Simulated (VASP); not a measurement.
Crystal: TiO2.

```xyz
6
Lattice="4.5998 0.0000 0.0000 0.0000 4.5998 0.0000 0.0000 0.0000 2.9592" Properties=species:S:1:pos:R:3 pbc="T T T"
Ti    0.0000    0.0000    1.4796
Ti    2.2999    2.2999    0.0000
O     1.3998    1.3998    1.4796
O     0.9001    3.6997    0.0000
O     3.6997    0.9001    0.0000
O     3.2000    3.2000    1.4796
```

Base run:

* Program: VASP 6.6.1
* Functional: PBE
* Potentials or basis: VASP PAW PBE potentials, release 64 (Ti_sv, O)
* Cutoff: 520 eV
* k mesh: 6 × 6 × 9
* Occupations: fermi-dirac, width 0.05 eV
* Spin: no spin polarisation
* Hubbard terms: Ti d U = 6.0 eV

Its results: band gap on the k mesh 2.63 eV (least direct gap 2.66 eV); pressure 16.2 GPa; largest force 0.195 eV/Å.

Task: The run is repeated on the same cell with these changes: hubbard terms from Ti d U = 6.0 eV to Ti d U = 8.0 eV. What comes out?

Result: Band gap on the k mesh 2.93 eV (least direct gap 2.99 eV); pressure 20.1 GPa; largest force 0.256 eV/Å.

Caveats: the stress differs along the axes, from 14 to 21 GPa (at least some runs); the stress differs along the axes, from 17 to 26 GPa (at least some runs).

A k mesh can miss the band edges.
